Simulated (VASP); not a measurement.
# MgB2 (k07) (P6/mmm) in VASP: a series of runs

MgB2 (k07) is run at these levels: PBE; tasks: single point, relaxation of cell and atoms.

Everything below comes from runs of VASP 6.6.1. Logs are shortened: lines on timing, memory, paths and dates and some standing lists are left out, and cuts for length are marked.

## Step 1: The cell of the first run

Symmetry: P6/mmm, No. 191, hexagonal system. Conventional cell: a = 3.075 Å, b = 3.075 Å, c = 3.524 Å, α = 90.00°, β = 90.00°, γ = 120.00°. Within 3.3 Å of Mg (site symmetry 6/mmm) lie 12 B at 2.50 Å and 6 Mg at 3.08 Å. Within 2.4 Å of B (site symmetry -6m2) lie 3 B at 1.78 Å.

## Step 2: Single point, PBE

Contents of INCAR:

```
SYSTEM = MgB2
  PREC = Accurate
  ENCUT = 520
  EDIFF = 1E-6
  ISMEAR = 0
  SIGMA = 0.1
  LREAL = .False.
  LASPH = .True.
  NELM = 100
  ALGO = Normal
  ISIF = 2
  LWAVE = .False.
  LCHARG = .True.
  GGA = PE
  LELF = .True.
  LVHAR = .True.
  NBANDS = 11
```

Contents of KPOINTS:

```
regular mesh
0
Gamma
  21 21 16
  0 0 0
```

Contents of POSCAR:

```
MgB2
1.0
    3.0753106175      0.0000000000      0.0000000000
   -1.5376553087      2.6632971193      0.0000000000
    0.0000000000      0.0000000000      3.5241430604
Mg B
1 2
Direct
    0.0000000000      0.0000000000      0.0000000000
    0.3333333333      0.6666666667      0.5000000000
    0.6666666667      0.3333333333      0.5000000000
```

Potentials or basis: VASP PAW PBE potentials, release 64 (Mg, B).

The run is started by

```bash
$ cat potpaw_PBE.64/Mg/POTCAR potpaw_PBE.64/B/POTCAR > POTCAR
$ mpirun -np 1 vasp_std > vasp.out
```

OUTCAR:

```text
SYSTEM = MgB2
   PREC = Accurate
   ENCUT = 520
   EDIFF = 1E-6
   ISMEAR = 0
   LREAL = .False.
   LASPH = .True.
   NELM = 100
   ISIF = 2
   GGA = PE

 ion  position               nearest neighbor table
   1  0.000  0.000  0.000-   2 2.50   3 2.50   2 2.50   3 2.50   2 2.50   2 2.50   3 2.50   3 2.50
                             3 2.50   3 2.50   2 2.50   2 2.50
   2  0.333  0.667  0.500-   3 1.78   3 1.78   3 1.78   1 2.50   1 2.50   1 2.50   1 2.50   1 2.50
                             1 2.50
   3  0.667  0.333  0.500-   2 1.78   2 1.78   2 1.78   1 2.50   1 2.50   1 2.50   1 2.50   1 2.50
                             1 2.50

  LATTYP: Found a hexagonal cell.
 ALAT       =     3.0753106175
 C/A-ratio  =     1.1459470274

  Lattice vectors:

 A1 = (   3.0753106175,   0.0000000000,   0.0000000000)
 A2 = (  -1.5376553087,   2.6632971193,   0.0000000000)
 A3 = (   0.0000000000,   0.0000000000,   3.5241430604)

Analysis of symmetry for initial positions (statically):
=====================================================================
 Subroutine PRICEL returns:
 Original cell was already a primitive cell.

 Routine SETGRP: Setting up the symmetry group for a
 hexagonal supercell.

 Subroutine GETGRP returns: Found 24 space group operations
 (whereof 24 operations were pure point group operations)
 out of a pool of 24 trial point group operations.

The static configuration has the point symmetry D_6h.

Analysis of symmetry for dynamics (positions and initial velocities):
=====================================================================
 Subroutine PRICEL returns:
 Original cell was already a primitive cell.

 Routine SETGRP: Setting up the symmetry group for a
 hexagonal supercell.

 Subroutine GETGRP returns: Found 24 space group operations
 (whereof 24 operations were pure point group operations)
 out of a pool of 24 trial point group operations.

The dynamic configuration has the point symmetry D_6h.

 Subroutine INISYM returns: Found 24 space group operations
 (whereof 24 operations are pure point group operations),
 and found     1 'primitive' translations

----------------------------------------------------------------------------------------

                                     Primitive cell

  volume of cell :      28.8644

  direct lattice vectors                    reciprocal lattice vectors
     3.075310618  0.000000000  0.000000000     0.325170405  0.187737221  0.000000000
    -1.537655309  2.663297119  0.000000000     0.000000000  0.375474442  0.000000000
     0.000000000  0.000000000  3.524143060     0.000000000  0.000000000  0.283756926

  length of vectors
     3.075310618  3.075310617  3.524143060     0.375474442  0.375474442  0.283756926

  position of ions in fractional coordinates (direct lattice)
     0.000000000  0.000000000  0.000000000
     0.333333333  0.666666667  0.500000000
     0.666666667  0.333333333  0.500000000

  ion indices of the primitive-cell ions
   primitive index   ion index
                 1           1
                 2           2
                 3           3

----------------------------------------------------------------------------------------

 KPOINTS: regular mesh

Automatic generation of k-mesh.
 Grid dimensions read from file:
 generate k-points for:   21   21   16

 Generating k-lattice:

  Cartesian coordinates                     Fractional coordinates (reciprocal lattice)
     0.015484305  0.008939868  0.000000000     0.047619048  0.000000000  0.000000000
     0.000000000  0.017879735  0.000000000     0.000000000  0.047619048  0.000000000
     0.000000000  0.000000000  0.017734808     0.000000000  0.000000000  0.062500000

  Length of vectors
     0.017879735  0.017879735  0.017734808

  Shift w.r.t. Gamma in fractional coordinates (k-lattice)
     0.000000000  0.000000000  0.000000000

 Subroutine IBZKPT returns following result:
 ===========================================

 Found    432 irreducible k-points:

 Following reciprocal coordinates:
            Coordinates               Weight
  0.000000  0.000000  0.000000      1.000000
  0.047619  0.000000  0.000000      6.000000
  0.095238  0.000000  0.000000      6.000000
  0.142857  0.000000  0.000000      6.000000
  0.190476  0.000000  0.000000      6.000000
  0.238095  0.000000  0.000000      6.000000
[... 16 lines left out ...]
  0.142857  0.095238  0.000000     12.000000
  0.190476  0.095238  0.000000     12.000000
 [... further k-points ...]
   k-points           NKPTS =    432   k-points in BZ     NKDIM =    432   number of bands    NBANDS=     11
   number of dos      NEDOS =    301   number of ions     NIONS =      3
   total plane-waves  NPLWV =  16128
   dimension x,y,z NGX =    24 NGY =   24 NGZ =   28
   dimension x,y,z NGXF=    48 NGYF=   48 NGZF=   56
   ions per type =               1   2
   NGX,Y,Z   is equivalent  to a cutoff of  12.97, 12.97, 13.21 a.u.
   NGXF,Y,Z  is equivalent  to a cutoff of  25.95, 25.95, 26.42 a.u.
 SYSTEM =  MgB2
   PREC   = accura    normal or accurate (medium, high low for compatibility)
   ISTART =      0    job   : 0-new  1-cont  2-samecut
   ICHARG =      2    charge: 1-file 2-atom 10-const
   ISPIN  =      1    spin polarized calculation?
   LNONCOLLINEAR =      F non collinear calculations
   LSORBIT =      F    spin-orbit coupling
   LASPH  =      T    aspherical Exc in radial PAW
   ENCUT  =  520.0 eV  38.22 Ry    6.18 a.u.   5.72  5.72  6.55*2*pi/ulx,y,z
   NELM   =    100;   NELMIN=  2; NELMDL= -5     # of ELM steps
   EDIFF  = 0.1E-05   stopping-criterion for ELM
   LREAL  =      F    real-space projection
   EDIFFG = 0.1E-04   stopping-criterion for IOM
   NSW    =      0    number of steps for IOM
   IBRION =     -1    ionic relax: 0-MD 1-quasi-New 2-CG
   NFREE  =      0    steps in history (QN), initial steepest desc. (CG)
   ISIF   =      2    stress and relaxation
   ISYM   =      2    0-nonsym 1-usesym 2-fastsym
   POTIM  = 0.5000    time-step for ionic-motion
   TEBEG  =    0.0;   TEEND  =   0.0 temperature during run
   PSTRESS=    0.0 pullay stress
   NELECT =       8.0000    total number of electrons
   NUPDOWN=      -1.0000    fix difference up-down
   EMIN   =  10.00;   EMAX   =-10.00  energy-range for DOS
   EFERMI =   0.00;   METHOD = LEGACY
   ISMEAR =     0;   SIGMA  =   0.10  broadening in eV -4-tet -1-fermi 0-gaus
   EFERMI_NEDOS =   21; number of points for ismear=-14 and -15
   IALGO  =     38    algorithm
   IMIX   =      4    mixing-type and parameters
     AMIX     =   0.40;   BMIX     =  1.00
     AMIX_MAG =   1.60;   BMIX_MAG =  1.00
  volume/ion in A,a.u.               =       9.62        64.93
  Fermi-wavevector in a.u.,A,eV,Ry     =   1.067376  2.017048 15.501003  1.139292
  Thomas-Fermi vector in A             =   2.202990
   LORBIT       =      0    0 simple, 1 ext, 2 COOP (PROOUT), +10 PAW based schemes
   GGA     = PE    functional components
   LHFCALC =     F    Hartree Fock is set to
   AEXX    =    0.0000 exact exchange contribution
   IVDW    =     0    specifies the selected vdW correction
   LEPSILON=     F    determine dielectric tensor
   LRPA    =     F    only Hartree local field effects (RPA)
 non-spin polarized calculation
 Gauss-broadening in eV      SIGMA  =   0.10
  energy-cutoff  :      520.00
  volume of cell :       28.86
 maximum number of plane-waves:       796
 NGX is ok and might be reduce to    24
   NGX = 11   NGY = 11   NGZ = 13

 number of electron       8.0000000 magnetization

 Free energy of the ion-electron system (eV)
  ---------------------------------------------------
  ext. energy  EPLUGINS =         0.00000000
  ---------------------------------------------------
  free energy    TOTEN  =       -15.32491018 eV

  energy without entropy =      -15.32094298  energy(sigma->0) =      -15.32292658

 E-fermi :   5.2767     XC(G=0): -10.9341

 val. band max:        5.2643137752   @ k =   0.2857   0.2857   0.1250
 cond. band min:       5.2831189383   @ k =   0.1429   0.0000   0.4375
 fundamental gap:      0.0188051631
 Fermi energy:         5.2767140507

 k-point     1 :       0.0000    0.0000    0.0000
  band No.  band energies     occupation
      1      -7.1520      2.00000
      2       2.3210      2.00000
      3       5.6770      0.00000
      4       5.6770      0.00000
      5       6.9201      0.00000
      6      11.6590      0.00000
      7      11.6590      0.00000
      8      13.4969      0.00000
      9      15.3034      0.00000
     10      18.0626      0.00000
     11      21.4941      0.00000

 k-point     2 :       0.0476    0.0000    0.0000
  band No.  band energies     occupation
      1      -7.1124      2.00000
      2       2.3597      2.00000
      3       5.4662      0.00738
      4       5.5777      0.00002
      5       6.9549      0.00000
      6      11.6406      0.00000
      7      11.8385      0.00000
      8      13.5807      0.00000
      9      15.1587      0.00000
     10      18.2675      0.00000
     11      21.2822      0.00000

 k-point     3 :       0.0952    0.0000    0.0000
  band No.  band energies     occupation
      1      -6.9938      2.00000
      2       2.4756      2.00000
      3       4.8938      2.00000
      4       5.3138      0.60007
      5       7.0632      0.00000
      6      11.5356      0.00000
      7      12.3422      0.00000
      8      13.8422      0.00000
      9      14.7420      0.00000
     10      18.8400      0.00000
     11      20.7721      0.00000
[... 267 lines left out ...]
 k-point    23 :       0.1429    0.0952    0.0000
  band No.  band energies     occupation
      1      -6.4041      2.00000
      2       3.0491      2.00000
      3       3.0543      2.00000
      4       4.0289      2.00000
      5       7.6489      0.00000
      6      11.7111      0.00000
      7      12.9957      0.00000
      8      13.0186      0.00000
      9      15.3590      0.00000
     10      19.0493      0.00000
     11      19.7946      0.00000

 k-point    24 :       0.1905    0.0952    0.0000
  band No.  band energies     occupation
      1      -6.0532      2.00000
      2       2.1603      2.00000
      3       3.3870      2.00000
      4       3.5843      2.00000
      5       7.9849      0.00000
      6      11.4826      0.00000
      7      12.1799      0.00000
      8      13.5439      0.00000
      9      15.8054      0.00000
     10      18.2694      0.00000
     11      19.4969      0.00000

 [... further k-points ...]

------------------------ aborting loop because EDIFF is reached ----------------------------------------

  FORCE on cell =-STRESS in cart. coord.  units (eV):
  Direction    XX          YY          ZZ          XY          YZ          ZX
  --------------------------------------------------------------------------------------
  -------------------------------------------------------------------------------------
  Total       -0.0358245     -0.0358245     -0.0727198     -0.0000000     -0.0000000      0.0000000
  in kB       -1.9885156     -1.9885156     -4.0364621     -0.0000000     -0.0000000      0.0000000
  external PRESSURE =      -2.6711644 kB  Pullay stress =       0.0000000 kB

 VOLUME and BASIS-vectors are now :
 -----------------------------------------------------------------------------
  energy-cutoff  :      520.00
  volume of cell :       28.86
      direct lattice vectors                 reciprocal lattice vectors
     3.075310618  0.000000000  0.000000000     0.325170405  0.187737221  0.000000000
    -1.537655309  2.663297119  0.000000000     0.000000000  0.375474442  0.000000000
     0.000000000  0.000000000  3.524143060     0.000000000  0.000000000  0.283756926

 POSITION                                       TOTAL-FORCE (eV/Angst)
 -----------------------------------------------------------------------------------
      0.00000      0.00000      0.00000        -0.000000      0.000000      0.000000
     -0.00000      1.77553      1.76207        -0.000000      0.000000      0.000000
      1.53766      0.88777      1.76207         0.000000      0.000000      0.000000
 -----------------------------------------------------------------------------------
    total drift:                                0.000000     -0.000000      0.000000

  FREE ENERGIE OF THE ION-ELECTRON SYSTEM (eV)
  ---------------------------------------------------
  free  energy   TOTEN  =       -15.3249101846 eV

  energy  without entropy=      -15.3209429841  energy(sigma->0) =      -15.32292658
```

It took 2.5 min on 1 thread of AMD EPYC 7R13, shared host; peak memory 0.23 GiB.

Results:

```yaml
Free_energy: -15.3249 eV
Pressure: -0.3 GPa
Band_gap_on_the_k_mesh: zero (band 4 reaches 7.09 eV, above the bottom of band 5 at 3.30 eV)
```

Stress tensor (GPa, compression positive):
```
-0.20  0.00  0.00
 0.00 -0.20  0.00
 0.00  0.00 -0.40
```

## Step 3: Single point, PBE

Contents of INCAR:

```
PREC = Accurate
ENCUT = 520
EDIFF = 1E-7
ISMEAR = -1
SIGMA = 0.15
LREAL = False
LASPH = True
NELM = 100
ALGO = Normal
ISIF = 2
LWAVE = False
LCHARG = False
GGA = PE
NBANDS = 11
```

Contents of KPOINTS:

```
Automatic mesh
0
Gamma
  21 21 16
```

Contents of POSCAR:

```
MgB2
1.0
    3.0757433518      0.0000000000      0.0000000000
   -1.5378716759      2.6636718782      0.0000000000
    0.0000000000      0.0000000000      3.5249783329
Mg B
1 2
Direct
    0.0000000000      0.0000000000      0.0000000000
    0.3333333333      0.6666666667      0.5000000000
    0.6666666667      0.3333333333      0.5000000000
```

Potentials or basis: VASP PAW PBE potentials, release 64 (Mg, B).

The run is started by

```bash
$ cat potpaw_PBE.64/Mg/POTCAR potpaw_PBE.64/B/POTCAR > POTCAR
$ mpirun -np 1 vasp_std > vasp.out
```

OUTCAR:

```text
PREC = Accurate
   ENCUT = 520
   EDIFF = 1E-7
   ISMEAR = -1
   LREAL = False
   LASPH = True
   NELM = 100
   ISIF = 2
   GGA = PE

 ion  position               nearest neighbor table
   1  0.000  0.000  0.000-   2 2.50   3 2.50   2 2.50   3 2.50   3 2.50   3 2.50   2 2.50   2 2.50
                             3 2.50   3 2.50   2 2.50   2 2.50
   2  0.333  0.667  0.500-   3 1.78   3 1.78   3 1.78   1 2.50   1 2.50   1 2.50   1 2.50   1 2.50
                             1 2.50
   3  0.667  0.333  0.500-   2 1.78   2 1.78   2 1.78   1 2.50   1 2.50   1 2.50   1 2.50   1 2.50
                             1 2.50

  LATTYP: Found a hexagonal cell.
 ALAT       =     3.0757433518
 C/A-ratio  =     1.1460573688

  Lattice vectors:

 A1 = (   3.0757433518,   0.0000000000,   0.0000000000)
 A2 = (  -1.5378716759,   2.6636718782,   0.0000000000)
 A3 = (   0.0000000000,   0.0000000000,   3.5249783329)

Analysis of symmetry for initial positions (statically):
=====================================================================
 Subroutine PRICEL returns:
 Original cell was already a primitive cell.

 Routine SETGRP: Setting up the symmetry group for a
 hexagonal supercell.
[... 183 lines left out ...]
      6      11.6560      0.00000
      7      11.6560      0.00000
      8      13.4907      0.00000
      9      15.2981      0.00000
     10      18.0553      0.00000
     11      21.4845      0.00000
[... 309 lines left out ...]
 k-point    24 :       0.1905    0.0952    0.0000
  band No.  band energies     occupation
      1      -6.0523      2.00000
      2       2.1598      2.00000
      3       3.3845      1.99999
      4       3.5840      1.99998
      5       7.9782      0.00000
      6      11.4781      0.00000
      7      12.1754      0.00000
      8      13.5392      0.00000
      9      15.7993      0.00000
     10      18.2608      0.00000
     11      19.4866      0.00000

 [... further k-points ...]

------------------------ aborting loop because EDIFF is reached ----------------------------------------

  FORCE on cell =-STRESS in cart. coord.  units (eV):
  Direction    XX          YY          ZZ          XY          YZ          ZX
  --------------------------------------------------------------------------------------
  -------------------------------------------------------------------------------------
  Total       -0.0347111     -0.0347111     -0.0674946      0.0000000      0.0000000     -0.0000000
  in kB       -1.9257110     -1.9257110     -3.7444898      0.0000000      0.0000000     -0.0000000
  external PRESSURE =      -2.5319706 kB  Pullay stress =       0.0000000 kB

 VOLUME and BASIS-vectors are now :
 -----------------------------------------------------------------------------
  energy-cutoff  :      520.00
  volume of cell :       28.88
      direct lattice vectors                 reciprocal lattice vectors
     3.075743352  0.000000000  0.000000000     0.325124656  0.187710808  0.000000000
    -1.537871676  2.663671878  0.000000000     0.000000000  0.375421616  0.000000000
     0.000000000  0.000000000  3.524978333     0.000000000  0.000000000  0.283689687

 POSITION                                       TOTAL-FORCE (eV/Angst)
 -----------------------------------------------------------------------------------
      0.00000      0.00000      0.00000         0.000000      0.000000      0.000000
     -0.00000      1.77578      1.76249         0.000000     -0.000000      0.000000
      1.53787      0.88789      1.76249        -0.000000      0.000000      0.000000
 -----------------------------------------------------------------------------------
    total drift:                                0.000000     -0.000000      0.000000

  FREE ENERGIE OF THE ION-ELECTRON SYSTEM (eV)
  ---------------------------------------------------
  free  energy   TOTEN  =       -15.3490068921 eV

  energy  without entropy=      -15.2988679737  energy(sigma->0) =      -15.32393743
```

stdout:

```text
POSCAR found type information on POSCAR MgB
 POSCAR found :  2 types and       3 ions
 scaLAPACK will be used
 LDA part: xc-table for (Slater+PW92), standard interpolation
 POSCAR, INCAR and KPOINTS ok, starting setup
 FFT: planning ... GRIDC
 FFT: planning ... GRID_SOFT
 FFT: planning ... GRID
 WAVECAR not read
 entering main loop
```

Run time: 2.6 min. Hardware: 1 thread of AMD EPYC 7R13, shared host; peak memory 0.23 GiB.

What came out:

* Free energy: -15.3490 eV
* Pressure: -0.3 GPa
* Band gap on the k mesh: zero (band 4 reaches 7.08 eV, above the bottom of band 5 at 3.29 eV)

Stress tensor (GPa, compression positive):
```
-0.19  0.00  0.00
 0.00 -0.19  0.00
 0.00  0.00 -0.37
```

Levels at points of the mesh, in eV from the Fermi level:
```csv
k point,band 2,band 3,band 4,band 5,band 6,band 7
"(0.00, 0.00, 0.00)",-2.97,0.39,0.39,1.62,6.37,6.37
"(0.00, 0.00, 0.50)",-7.44,0.76,0.76,6.69,6.69,8.03
```

## Step 4: Relaxation of cell and atoms, PBE

Contents of INCAR:

```
SYSTEM = MgB2
ALGO = Normal ; EDIFF = 1E-6
EDIFFG = -0.001 ; ENCUT = 600
GGA = PE ; IBRION = 2
ISIF = 3 ; ISMEAR = -1
LASPH = .TRUE. ; LCHARG = .FALSE.
LREAL = .FALSE. ; LWAVE = .FALSE.
NELM = 100 ; NSW = 80
PREC = Accurate ; SIGMA = 0.15
```

Contents of KPOINTS:

```
k-points
0
G
  21 21 16
  0 0 0
```

Contents of POSCAR:

```
MgB2
1.0
    3.0753106175      0.0000000000      0.0000000000
   -1.5376553087      2.6632971193      0.0000000000
    0.0000000000      0.0000000000      3.5241430604
Mg B
1 2
Direct
    0.0000000000      0.0000000000      0.0000000000
    0.3333333333      0.6666666667      0.5000000000
    0.6666666667      0.3333333333      0.5000000000
```

The run is started by

```bash
$ cat potpaw_PBE.64/Mg/POTCAR potpaw_PBE.64/B/POTCAR > POTCAR
$ mpirun -np 1 vasp_std > vasp.out
```

It took 4.6 min on 1 thread of AMD EPYC 7R13, shared host; peak memory 0.26 GiB.

It converged, with:

- Free energy: -15.3510 eV
- Relaxed volume: 9.61 Å³/atom
- Relaxed cell: a = 3.075 Å, b = 3.075 Å, c = 3.520 Å, α = 90.00°, β = 90.00°, γ = 120.00°
- Space group after relaxing (to 0.05 Å): P6/mmm (No. 191)
- Energy gained by relaxing: 0.0 meV/atom
- Ionic steps: 5
- Pressure after relaxing: 0.0 GPa
- Band gap on the k mesh: zero (band 4 reaches 7.10 eV, above the bottom of band 5 at 3.30 eV)

Final structure:
```yaml
crystal:
  lattice:
    - [3.07473, 0.00000, 0.00000]
    - [-1.53736, 2.66279, 0.00000]
    - [0.00000, 0.00000, 3.52034]
  atoms:
    - { symbol: Mg, position: [0.00000, 0.00000, 0.00000] }
    - { symbol: B, position: [0.33333, 0.66667, 0.50000] }
    - { symbol: B, position: [0.66667, 0.33333, 0.50000] }
```

Levels at points of the mesh, in eV from the Fermi level:
```
           k point  band 1  band 2  band 3  band 4  band 5  band 6  band 7  band 8
(0.00, 0.00, 0.00)  -12.45   -2.96    0.38    0.38    1.65    6.37    6.37    8.21
(0.00, 0.00, 0.50)  -11.18   -7.45    0.76    0.76    6.69    6.69    8.03    9.99
```

[end of part 1 of 2]
